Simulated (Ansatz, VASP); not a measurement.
# Two plane-wave programs on Al2BN3

File INCAR:

```
SYSTEM = Al2BN3
PREC = Accurate
ENCUT = 600
EDIFF = 1E-6
ISMEAR = 0
SIGMA = 0.1
LREAL = .FALSE.
LASPH = .TRUE.
NELM = 100
ALGO = Normal
ISIF = 3
LWAVE = .FALSE.
LCHARG = .FALSE.
GGA = PE
IBRION = 2
NSW = 90
EDIFFG = -0.04
```

File KPOINTS:

```
regular mesh
0
G
  6 6 4
  0 0 0
```

File POSCAR:

```
Al2BN3
1.0
    3.7285408700      0.0000000000      0.0000000000
    0.0000000000      3.7285408700      0.0000000000
    0.0000000000      0.0000000000      6.1509970000
Al B N
2 1 3
Direct
    0.5000000000      0.5000000000      0.2013122200
    0.5000000000      0.5000000000      0.7986877800
    0.0000000000      0.0000000000      0.0000000000
    0.5000000000      0.5000000000      0.5000000000
    0.5000000000      0.0000000000      0.5000000000
    0.0000000000      0.5000000000      0.5000000000
```

Input for Ansatz:

```yaml
crystal:
  lattice:
    - [3.72854087, 0.0, 0.0]
    - [0.0, 3.72854087, 0.0]
    - [0.0, 0.0, 6.150997]
  atoms:
    - { symbol: Al, position: [0.5, 0.5, 0.20131222] }
    - { symbol: Al, position: [0.5, 0.5, 0.79868778] }
    - { symbol: B, position: [0.0, 0.0, 0.0] }
    - { symbol: "N", position: [0.5, 0.5, 0.5] }
    - { symbol: "N", position: [0.5, 0.0, 0.5] }
    - { symbol: "N", position: [0.0, 0.5, 0.5] }
basis:
  ecutwfc: 420
kpoints:
  mp_grid: { grid: [6, 6, 4] }
hamiltonian:
  xc: pbe
scf:
  occupations: { method: gaussian, width: 0.1 }
  lower_state_search: "off"
output:
  forces: true
  stress: true
  eigenvalues: true
relax:
  adjacent_minimum: "off"
  f_tol: 0.04
  max_steps: 70
  cell: { stress_tol: 0.4 }
```

Alike in both runs: task relaxation of cell and atoms; functional PBE; k mesh 6 × 6 × 4; occupations gaussian, width 0.1 eV; no spin polarisation.

|  | VASP | Ansatz |
| --- | --- | --- |
| version | VASP 6.6.1 | Ansatz 0.2.0 |
| potentials or method | VASP PAW PBE potentials, release 64 (Al, B, N), cutoff 600 eV | scalar-relativistic, plane waves, PAW |
| valence electrons in the cell | 24 | 24 |

|  | VASP | Ansatz | Ansatz less VASP |
| --- | --- | --- | --- |
| gap on the k mesh at the Fermi level, each at its own relaxed structure (eV) | none | none | - |
| relaxed volume (Å³/atom) | 11.39 | 11.41 | +0.015 |
| relaxed length of the cell vector where the two differ most in proportion (Å) | 6.179 | 6.186 | +0.0069 |

A gap of «none» marks a metal or a gap that the smearing closes.

Noted on VASP's run: the volume moved by over 15 % at a fixed basis, so the end points are rough.
